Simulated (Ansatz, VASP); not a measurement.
## One calculation of Ga, two programs

```
Ga
1.0
     1.32858   -3.72460    0.00000
     1.32858    3.72460    0.00000
     0.00000    0.00000    3.77591
Ga
2
Cartesian
  1.3286 -2.7339 0.9440
  1.3286 2.7339 2.8319
```

Alike in both runs: task single point; functional r2SCAN; k mesh 20 × 20 × 16; occupations gaussian, width 0.15 eV; no spin polarisation.

|  | VASP | Ansatz |
| --- | --- | --- |
| version | VASP 6.6.1 | Ansatz 0.2.0 |
| potentials or method | VASP PAW PBE potentials, release 64 (Ga_d), cutoff 520 eV | scalar-relativistic, plane waves, PAW |
| valence electrons in the cell | 26 | 26 |

Ansatz gave:

* gap on the k mesh at the Fermi level (eV): none
* pressure (GPa): -0.6
* traceless stress, the component that is largest in VASP (GPa): -1.71
* rms of the force components (eV/Å): 0.018

**Question.** Estimate VASP's values.

**Answer.** gap on the k mesh at the Fermi level (eV): none; pressure (GPa): -0.6; traceless stress, the component that is largest in VASP (GPa): -1.77; rms of the force components (eV/Å): 0.018.

VASP's potentials were made for PBE, not for r2SCAN. Atom by atom the forces differ by 0.000 eV/Å (rms over components). A gap of «none» marks a metal or a gap that the smearing closes. With one functional, cell and mesh, what is left measures potentials, basis and numerics.
